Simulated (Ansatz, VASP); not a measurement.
**GaN in VASP and in Ansatz**

File INCAR:

```
SYSTEM = GaN
PREC     = Accurate       ! precision mode
ENCUT    = 600            ! plane-wave cutoff, eV
EDIFF    = 1E-6           ! SCF threshold, eV
ISMEAR   = 0              ! smearing method
SIGMA    = 0.01           ! smearing width, eV
LREAL    = .False.        ! projectors in reciprocal space
LASPH    = .True.         ! aspherical terms in the spheres
NELM     = 120            ! most SCF steps
ALGO     = Normal         ! electronic algorithm
ISIF     = 2              ! what is computed and relaxed
LWAVE    = .False.        ! write WAVECAR
LCHARG   = .False.        ! write CHGCAR
GGA      = PE             ! functional
NBANDS   = 16             ! bands
GGA_COMPAT= .False.
```

Contents of KPOINTS:

```
Automatic mesh
0
Gamma
  8 8 8
  0 0 0
```

POSCAR

```
GaN
1.0
    0.0000000000      2.2535006100      2.2535006100
    2.2535006100      0.0000000000      2.2535006100
    2.2535006100      2.2535006100      0.0000000000
Ga N
1 1
Direct
    0.0000000000      0.0000000000      0.0000000000
    0.7500000000      0.7500000000      0.7500000000
```

Input for Ansatz:

```yaml
crystal:
  lattice:
    - [0.0, 2.25350061, 2.25350061]
    - [2.25350061, 0.0, 2.25350061]
    - [2.25350061, 2.25350061, 0.0]
  atoms:
    - { symbol: Ga, position: [0.0, 0.0, 0.0] }
    - { symbol: "N", position: [0.75, 0.75, 0.75] }
basis:
  ecutwfc: 557.833418042754
kpoints:
  mp_grid:
    grid: [8, 8, 8]
hamiltonian:
  xc: pbe
  pseudopotentials:
    kind: paw
scf:
  occupations:
    method: fixed
output:
  optics:
    de: 0.1
    nscf_kmesh:
      grid: [10, 10, 10]
```

Alike in both runs: task single point; functional PBE; k mesh 8 × 8 × 8; no spin polarisation.

|  | VASP | Ansatz |
| --- | --- | --- |
| version | VASP 6.6.1 | Ansatz 0.2.0 |
| potentials or method | VASP PAW PBE potentials, release 64 (Ga_d, N), cutoff 600 eV | plane waves, PAW |
| occupations | gaussian, width 0.01 eV | fixed |
| valence electrons in the cell | 18 | 18 |

|  | VASP | Ansatz | Ansatz less VASP |
| --- | --- | --- | --- |
| gap on the k mesh at the Fermi level (eV) | 1.72 | 1.72 | -0.005 |
